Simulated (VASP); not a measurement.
# Rb (P6_3/mmc) in VASP: a series of runs

Rb is run at these levels: LDA; tasks: single point.

Everything below comes from runs of VASP 6.6.1. Logs are shortened: lines on timing, memory, paths and dates and some standing lists are left out, and cuts for length are marked.

## 1. The cell of the first run

It takes space group P6_3/mmc (No. 194, hexagonal). Conventional cell: a = 4.622 Å, b = 4.622 Å, c = 7.597 Å, α = 90.00°, β = 90.00°, γ = 120.00°.

## 2. Single point, LDA (volume scaled by 0.9)

The input, INCAR:

```
SYSTEM = Rb
  PREC = Accurate
  ENCUT = 520
  EDIFF = 1E-6
  ISMEAR = -1
  SIGMA = 0.1
  LREAL = .False.
  LASPH = .True.
  NELM = 80
  ALGO = Normal
  ISIF = 2
  LWAVE = .False.
  LCHARG = .False.
  NBANDS = 16
```

The input, KPOINTS:

```
regular mesh
0
Gamma
  9 9 5
  0 0 0
```

The input, POSCAR:

```
Rb
1.0
    4.6216337807      0.0000000000      0.0000000000
   -2.3108168903      4.0024522610      0.0000000000
    0.0000000000      0.0000000000      7.5967497741
Rb
2
Direct
    0.3333333333      0.6666666667      0.2500000000
    0.6666666667      0.3333333333      0.7500000000
```

Potentials or basis: VASP PAW LDA potentials, release 64 (Rb_sv).

Command:

```bash
> cat potpaw_LDA.64/Rb_sv/POTCAR > POTCAR
> mpirun -np 1 vasp_std > vasp.out
```

OUTCAR:

```text
SYSTEM = Rb
   PREC = Accurate
   ENCUT = 520
   EDIFF = 1E-6
   ISMEAR = -1
   LREAL = .False.
   LASPH = .True.
   NELM = 80
   ISIF = 2

 ion  position               nearest neighbor table
   1  0.333  0.667  0.250-   2 4.64   2 4.64   2 4.64   2 4.64   2 4.64   2 4.64
   2  0.667  0.333  0.750-   1 4.64   1 4.64   1 4.64   1 4.64   1 4.64   1 4.64

  LATTYP: Found a hexagonal cell.
 ALAT       =     4.6216337807
 C/A-ratio  =     1.6437368547

  Lattice vectors:

 A1 = (   4.6216337807,   0.0000000000,   0.0000000000)
 A2 = (  -2.3108168903,   4.0024522610,   0.0000000000)
 A3 = (   0.0000000000,   0.0000000000,   7.5967497741)

Analysis of symmetry for initial positions (statically):
=====================================================================
 Subroutine PRICEL returns:
 Original cell was already a primitive cell.

 Routine SETGRP: Setting up the symmetry group for a
 hexagonal supercell.

 Subroutine GETGRP returns: Found 24 space group operations
 (whereof 12 operations were pure point group operations)
 out of a pool of 24 trial point group operations.

The static configuration has the point symmetry D_3d.
 The point group associated with its full space group is D_6h.

Analysis of symmetry for dynamics (positions and initial velocities):
=====================================================================
 Subroutine PRICEL returns:
 Original cell was already a primitive cell.

 Routine SETGRP: Setting up the symmetry group for a
 hexagonal supercell.

 Subroutine GETGRP returns: Found 24 space group operations
 (whereof 12 operations were pure point group operations)
 out of a pool of 24 trial point group operations.

The dynamic configuration has the point symmetry D_3d.
 The point group associated with its full space group is D_6h.

 Subroutine INISYM returns: Found 24 space group operations
 (whereof 12 operations are pure point group operations),
 and found     1 'primitive' translations

----------------------------------------------------------------------------------------

                                     Primitive cell

  volume of cell :     140.5237

  direct lattice vectors                    reciprocal lattice vectors
     4.621633781  0.000000000  0.000000000     0.216373700  0.124923414  0.000000000
    -2.310816890  4.002452261  0.000000000     0.000000000  0.249846828  0.000000000
     0.000000000  0.000000000  7.596749774     0.000000000  0.000000000  0.131635243

  length of vectors
     4.621633781  4.621633781  7.596749774     0.249846828  0.249846828  0.131635243

  position of ions in fractional coordinates (direct lattice)
     0.333333333  0.666666667  0.250000000
     0.666666667  0.333333333  0.750000000

  ion indices of the primitive-cell ions
   primitive index   ion index
                 1           1
                 2           2

----------------------------------------------------------------------------------------

 KPOINTS: regular mesh

Automatic generation of k-mesh.
 Grid dimensions read from file:
 generate k-points for:    9    9    5

 Generating k-lattice:

  Cartesian coordinates                     Fractional coordinates (reciprocal lattice)
     0.024041522  0.013880379  0.000000000     0.111111111 -0.000000000  0.000000000
     0.000000000  0.027760759  0.000000000     0.000000000  0.111111111  0.000000000
     0.000000000  0.000000000  0.026327049     0.000000000  0.000000000  0.200000000

  Length of vectors
     0.027760759  0.027760759  0.026327049

  Shift w.r.t. Gamma in fractional coordinates (k-lattice)
     0.000000000  0.000000000  0.000000000

 Subroutine IBZKPT returns following result:
 ===========================================

 Found     36 irreducible k-points:

 Following reciprocal coordinates:
            Coordinates               Weight
  0.000000  0.000000  0.000000      1.000000
  0.111111  0.000000  0.000000      6.000000
  0.222222  0.000000  0.000000      6.000000
  0.333333  0.000000  0.000000      6.000000
  0.444444  0.000000  0.000000      6.000000
  0.111111  0.111111  0.000000      6.000000
[... 16 lines left out ...]
  0.333333  0.222222  0.200000     24.000000
  0.333333  0.333333  0.200000      4.000000
 [... further k-points ...]
   k-points           NKPTS =     36   k-points in BZ     NKDIM =     36   number of bands    NBANDS=     16
   number of dos      NEDOS =    301   number of ions     NIONS =      2
   total plane-waves  NPLWV =  72576
   dimension x,y,z NGX =    36 NGY =   36 NGZ =   56
   dimension x,y,z NGXF=    72 NGYF=   72 NGZF=  112
   ions per type =               2
   NGX,Y,Z   is equivalent  to a cutoff of  12.95, 12.95, 12.25 a.u.
   NGXF,Y,Z  is equivalent  to a cutoff of  25.90, 25.90, 24.51 a.u.
 SYSTEM =  Rb
   PREC   = accura    normal or accurate (medium, high low for compatibility)
   ISTART =      0    job   : 0-new  1-cont  2-samecut
   ICHARG =      2    charge: 1-file 2-atom 10-const
   ISPIN  =      1    spin polarized calculation?
   LNONCOLLINEAR =      F non collinear calculations
   LSORBIT =      F    spin-orbit coupling
   LASPH  =      T    aspherical Exc in radial PAW
   ENCUT  =  520.0 eV  38.22 Ry    6.18 a.u.   8.59  8.59 14.12*2*pi/ulx,y,z
   NELM   =     80;   NELMIN=  2; NELMDL= -5     # of ELM steps
   EDIFF  = 0.1E-05   stopping-criterion for ELM
   LREAL  =      F    real-space projection
   EDIFFG = 0.1E-04   stopping-criterion for IOM
   NSW    =      0    number of steps for IOM
   IBRION =     -1    ionic relax: 0-MD 1-quasi-New 2-CG
   NFREE  =      0    steps in history (QN), initial steepest desc. (CG)
   ISIF   =      2    stress and relaxation
   ISYM   =      2    0-nonsym 1-usesym 2-fastsym
   POTIM  = 0.5000    time-step for ionic-motion
   TEBEG  =    0.0;   TEEND  =   0.0 temperature during run
   PSTRESS=    0.0 pullay stress
   NELECT =      18.0000    total number of electrons
   NUPDOWN=      -1.0000    fix difference up-down
   EMIN   =  10.00;   EMAX   =-10.00  energy-range for DOS
   EFERMI =   0.00;   METHOD = LEGACY
   ISMEAR =    -1;   SIGMA  =   0.10  broadening in eV -4-tet -1-fermi 0-gaus
   EFERMI_NEDOS =   21; number of points for ismear=-14 and -15
   IALGO  =     38    algorithm
   IMIX   =      4    mixing-type and parameters
     AMIX     =   0.40;   BMIX     =  1.00
     AMIX_MAG =   1.60;   BMIX_MAG =  1.00
  volume/ion in A,a.u.               =      70.26       474.15
  Fermi-wavevector in a.u.,A,eV,Ry     =   0.825244  1.559485  9.265949  0.681028
  Thomas-Fermi vector in A             =   1.937069
   LORBIT       =      0    0 simple, 1 ext, 2 COOP (PROOUT), +10 PAW based schemes
   GGA     = CA    functional components
   LHFCALC =     F    Hartree Fock is set to
   AEXX    =    0.0000 exact exchange contribution
   IVDW    =     0    specifies the selected vdW correction
   LEPSILON=     F    determine dielectric tensor
   LRPA    =     F    only Hartree local field effects (RPA)
 non-spin polarized calculation
  energy-cutoff  :      520.00
  volume of cell :      140.52
 maximum number of plane-waves:      3815
 NGX is ok and might be reduce to    36
   NGX = 17   NGY = 17   NGZ = 29

 number of electron      18.0000000 magnetization

 Free energy of the ion-electron system (eV)
  ---------------------------------------------------
  ext. energy  EPLUGINS =         0.00000000
  ---------------------------------------------------
  free energy    TOTEN  =        -2.13388595 eV

  energy without entropy =       -2.08118055  energy(sigma->0) =       -2.10753325

 E-fermi :   0.4336     XC(G=0):  -6.3780

 val. band max:        0.4277774318   @ k =   0.0000   0.0000   0.0000
 cond. band min:       0.4594725131   @ k =   0.4444   0.0000   0.4000
 fundamental gap:      0.0316950813
 Fermi energy:         0.4335754067

 k-point     1 :       0.0000    0.0000    0.0000
  band No.  band energies     occupation
      1     -28.2535      2.00000
      2     -28.2404      2.00000
      3     -12.5427      2.00000
      4     -12.3404      2.00000
      5     -12.3404      2.00000
      6     -12.3126      2.00000
[... 8 lines left out ...]
     15       4.5054      0.00000
     16       4.5054      0.00000

 k-point     2 :       0.1111    0.0000    0.0000
  band No.  band energies     occupation
      1     -28.2520      2.00000
      2     -28.2396      2.00000
      3     -12.5334      2.00000
      4     -12.3619      2.00000
      5     -12.3470      2.00000
      6     -12.3334      2.00000
[... 8 lines left out ...]
     15       4.3650      0.00000
     16       4.6538      0.00000

 k-point     3 :       0.2222    0.0000    0.0000
  band No.  band energies     occupation
      1     -28.2483      2.00000
      2     -28.2379      2.00000
      3     -12.5080      2.00000
      4     -12.4166      2.00000
      5     -12.3877      2.00000
      6     -12.3631      2.00000
[... 8 lines left out ...]
     15       4.4455      0.00000
     16       4.5606      0.00000

 k-point     4 :       0.3333    0.0000    0.0000
  band No.  band energies     occupation
      1     -28.2438      2.00000
      2     -28.2362      2.00000
      3     -12.4791      2.00000
      4     -12.4735      2.00000
      5     -12.4464      2.00000
      6     -12.3806      2.00000
[... 8 lines left out ...]
     15       4.1250      0.00000
     16       5.1396      0.00000
[... 324 lines left out ...]
 k-point    22 :       0.2222    0.2222    0.2000
  band No.  band energies     occupation
      1     -28.2410      2.00000
      2     -28.2363      2.00000
      3     -12.4898      2.00000
      4     -12.4796      2.00000
      5     -12.4209      2.00000
      6     -12.4055      2.00000
[... 8 lines left out ...]
     15       3.2378      0.00000
     16       5.1567      0.00000

 k-point    23 :       0.3333    0.2222    0.2000
  band No.  band energies     occupation
      1     -28.2383      2.00000
      2     -28.2359      2.00000
      3     -12.5033      2.00000
      4     -12.4828      2.00000
      5     -12.4381      2.00000
      6     -12.4045      2.00000
[... 8 lines left out ...]
     15       3.4764      0.00000
     16       4.8433      0.00000

 k-point    24 :       0.3333    0.3333    0.2000
  band No.  band energies     occupation
      1     -28.2365      2.00000
      2     -28.2365      2.00000
      3     -12.4789      2.00000
      4     -12.4722      2.00000
      5     -12.4722      2.00000
      6     -12.4235      2.00000
[... 8 lines left out ...]
     15       3.6432      0.00000
     16       4.9979      0.00000

 [... further k-points ...]

------------------------ aborting loop because EDIFF is reached ----------------------------------------

  FORCE on cell =-STRESS in cart. coord.  units (eV):
  Direction    XX          YY          ZZ          XY          YZ          ZX
  --------------------------------------------------------------------------------------
  -------------------------------------------------------------------------------------
  Total        0.3809900      0.3809900      0.3888337      0.0000000     -0.0000000      0.0000000
  in kB        4.3438488      4.3438488      4.4332783      0.0000000     -0.0000000      0.0000000
  external PRESSURE =       4.3736587 kB  Pullay stress =       0.0000000 kB

 VOLUME and BASIS-vectors are now :
 -----------------------------------------------------------------------------
  energy-cutoff  :      520.00
  volume of cell :      140.52
      direct lattice vectors                 reciprocal lattice vectors
     4.621633781  0.000000000  0.000000000     0.216373700  0.124923414  0.000000000
    -2.310816890  4.002452261  0.000000000     0.000000000  0.249846828  0.000000000
     0.000000000  0.000000000  7.596749774     0.000000000  0.000000000  0.131635243

 POSITION                                       TOTAL-FORCE (eV/Angst)
 -----------------------------------------------------------------------------------
     -0.00000      2.66830      1.89919         0.000000      0.000000      0.000000
      2.31082      1.33415      5.69756        -0.000000     -0.000000     -0.000000
 -----------------------------------------------------------------------------------
    total drift:                               -0.000000      0.000000     -0.000000

  FREE ENERGIE OF THE ION-ELECTRON SYSTEM (eV)
  ---------------------------------------------------
  free  energy   TOTEN  =        -2.1338859489 eV

  energy  without entropy=       -2.0811805545  energy(sigma->0) =       -2.10753325
```

Run time: 37 s. Hardware: 1 thread of Intel Xeon Platinum 8488C (Sapphire Rapids), shared host; peak memory 0.22 GiB.

Results:

* Free energy: -2.1339 eV
* Pressure: 0.4 GPa
* Band gap on the k mesh: zero (band 9 reaches 1.46 eV, above the bottom of band 10 at -0.76 eV)

Caveat: the cell differs from its parent crystal (volume scaled by 0.9).

## 3. Single point, LDA

This run uses another cell than the first one, of 78.07 Å³/atom, 1.111 times its volume.

The input, INCAR:

```
PREC = Accurate ; ENCUT = 520
EDIFF = 1E-6 ; ISMEAR = -1
SIGMA = 0.1 ; LREAL = F
LASPH = T ; NELM = 60
ALGO = Normal ; ISIF = 2
LWAVE = F ; LCHARG = F
NBANDS = 16
```

The input, KPOINTS:

```
regular mesh
0
Gamma
  9 9 5
```

The input, POSCAR:

```
Rb
1.0
    4.7868302380      0.0000000000      0.0000000000
   -2.3934151190      4.1455165897      0.0000000000
    0.0000000000      0.0000000000      7.8682892793
Rb
2
Direct
    0.3333333333      0.6666666667      0.2500000000
    0.6666666667      0.3333333333      0.7500000000
```

Potentials or basis: VASP PAW LDA potentials, release 64 (Rb_sv).

Command:

```bash
> cat potpaw_LDA.64/Rb_sv/POTCAR > POTCAR
> mpirun -np 1 vasp_std > vasp.out
```

Run time: 40 s. Hardware: 1 thread of Intel Xeon Platinum 8488C (Sapphire Rapids), shared host; peak memory 0.24 GiB.

Results (log left out):

| Quantity | Value |
| --- | --- |
| Free energy | -2.1533 eV |
| Pressure | 0.0 GPa |
| Band gap on the k mesh | zero (band 9 reaches 1.17 eV, above the bottom of band 10 at -0.98 eV) |

Levels at points of the mesh, in eV from the Fermi level:
```csv
k point,band 7,band 8,band 9,band 10,band 11,band 12
"(0.00, 0.00, 0.00)",-12.80,-12.80,-2.20,0.03,0.81,3.54
```

## 4. Single point, LDA

This run uses another cell than the first one, of 78.07 Å³/atom, 1.111 times its volume.

The input, INCAR:

```
SYSTEM = Rb
ALGO = Normal
EDIFF = 1E-6
ENCUT = 520
ISIF = 2
ISMEAR = -1
LASPH = .True.
LCHARG = .True.
LELF = .True.
LREAL = .False.
LVHAR = .True.
LWAVE = .False.
NBANDS = 16
NELM = 100
PREC = Accurate
SIGMA = 0.1
```

The input, KPOINTS:

```
k-points
0
Gamma
  9 9 5
  0 0 0
```

POSCAR is that of step 3.

Potentials or basis: VASP PAW LDA potentials, release 64 (Rb_sv).

Command:

```bash
> cat potpaw_LDA.64/Rb_sv/POTCAR > POTCAR
> mpirun -np 1 vasp_std > vasp.out
```

OUTCAR:

```text
SYSTEM = Rb
   EDIFF = 1E-6
   ENCUT = 520
   ISIF = 2
   ISMEAR = -1
   LASPH = .True.
   LREAL = .False.
   NELM = 100
   PREC = Accurate

 ion  position               nearest neighbor table
   1  0.333  0.667  0.250-   2 4.81   2 4.81   2 4.81   2 4.81   2 4.81   2 4.81
   2  0.667  0.333  0.750-   1 4.81   1 4.81   1 4.81   1 4.81   1 4.81   1 4.81

  LATTYP: Found a hexagonal cell.
 ALAT       =     4.7868302380
 C/A-ratio  =     1.6437368547

  Lattice vectors:

 A1 = (   4.7868302380,   0.0000000000,   0.0000000000)
 A2 = (  -2.3934151190,   4.1455165897,   0.0000000000)
 A3 = (   0.0000000000,   0.0000000000,   7.8682892793)

Analysis of symmetry for initial positions (statically):
=====================================================================
 Subroutine PRICEL returns:
 Original cell was already a primitive cell.

 Routine SETGRP: Setting up the symmetry group for a
 hexagonal supercell.

 Subroutine GETGRP returns: Found 24 space group operations
 (whereof 12 operations were pure point group operations)
 out of a pool of 24 trial point group operations.

The static configuration has the point symmetry D_3d.
[... 163 lines left out ...]
 E-fermi :   0.1483     XC(G=0):  -6.0812

 val. band max:        0.0662665918   @ k =   0.1111   0.1111   0.2000
 cond. band min:       0.1749628024   @ k =   0.2222  -0.0000   0.2000
 fundamental gap:      0.1086962106
 Fermi energy:         0.1482905894

 k-point     1 :       0.0000    0.0000    0.0000
  band No.  band energies     occupation
      1     -28.5673      2.00000
      2     -28.5593      2.00000
      3     -12.8120      2.00000
      4     -12.6696      2.00000
      5     -12.6696      2.00000
      6     -12.6493      2.00000
[... 433 lines left out ...]
      3     -12.7673      2.00000
      4     -12.7627      2.00000
      5     -12.7627      2.00000
      6     -12.7285      2.00000
[... 8 lines left out ...]
     15       3.2336      0.00000
     16       4.3730      0.00000

 [... further k-points ...]

------------------------ aborting loop because EDIFF is reached ----------------------------------------

  FORCE on cell =-STRESS in cart. coord.  units (eV):
  Direction    XX          YY          ZZ          XY          YZ          ZX
  --------------------------------------------------------------------------------------
  -------------------------------------------------------------------------------------
  Total       -0.0113466     -0.0113466     -0.0048630      0.0000000     -0.0000000      0.0000000
  in kB       -0.1164307     -0.1164307     -0.0499009      0.0000000     -0.0000000      0.0000000
  external PRESSURE =      -0.0942541 kB  Pullay stress =       0.0000000 kB

 VOLUME and BASIS-vectors are now :
 -----------------------------------------------------------------------------
  energy-cutoff  :      520.00
  volume of cell :      156.14
      direct lattice vectors                 reciprocal lattice vectors
     4.786830238  0.000000000  0.000000000     0.208906510  0.120612230  0.000000000
    -2.393415119  4.145516590  0.000000000     0.000000000  0.241224460  0.000000000
     0.000000000  0.000000000  7.868289279     0.000000000  0.000000000  0.127092429

 POSITION                                       TOTAL-FORCE (eV/Angst)
 -----------------------------------------------------------------------------------
     -0.00000      2.76368      1.96707         0.000000     -0.000000      0.000000
      2.39342      1.38184      5.90122        -0.000000      0.000000      0.000000
 -----------------------------------------------------------------------------------
    total drift:                                0.000000     -0.000000      0.000000

  FREE ENERGIE OF THE ION-ELECTRON SYSTEM (eV)
  ---------------------------------------------------
  free  energy   TOTEN  =        -2.1532795647 eV

  energy  without entropy=       -2.0993747645  energy(sigma->0) =       -2.12632716
```

Wall time 40 s (1 thread of Intel Xeon Platinum 8488C (Sapphire Rapids), shared host); peak memory 0.24 GiB.

What came out:

- Free energy: -2.1533 eV
- Pressure: 0.0 GPa
- Band gap on the k mesh: zero (band 9 reaches 1.17 eV, above the bottom of band 10 at -0.98 eV)
